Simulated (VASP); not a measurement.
Here is a VASP 6.6.1 calculation.

Contents of INCAR:

```
PREC = Accurate
ENCUT = 520
EDIFF = 1E-6
ISMEAR = 0
SIGMA = 0.02
LREAL = F
LASPH = T
NELM = 80
ALGO = Normal
ISIF = 2
LWAVE = F
LCHARG = F
GGA = PE
NBANDS = 12
```

File KPOINTS:

```
regular mesh
0
Gamma
  8 8 8
```

The input POSCAR:

```
LiCl
1.0
    0.0000000000      2.4667463493      2.4667463493
    2.4667463493      0.0000000000      2.4667463493
    2.4667463493      2.4667463493      0.0000000000
Li Cl
1 1
Direct
    0.0000000000      0.0000000000      0.0000000000
    0.5000000000      0.5000000000      0.5000000000
```

Potentials or basis: VASP PAW PBE potentials, release 64 (Li_sv, Cl).

The run is started by

```console
$ cat potpaw_PBE.64/Li_sv/POTCAR potpaw_PBE.64/Cl/POTCAR > POTCAR
$ mpirun -np 1 vasp_std > vasp.out
```

Q: Estimate the band gap on the k mesh.

A: 6.87 eV (least direct gap 7.07 eV).

 A k mesh can miss the band edges.
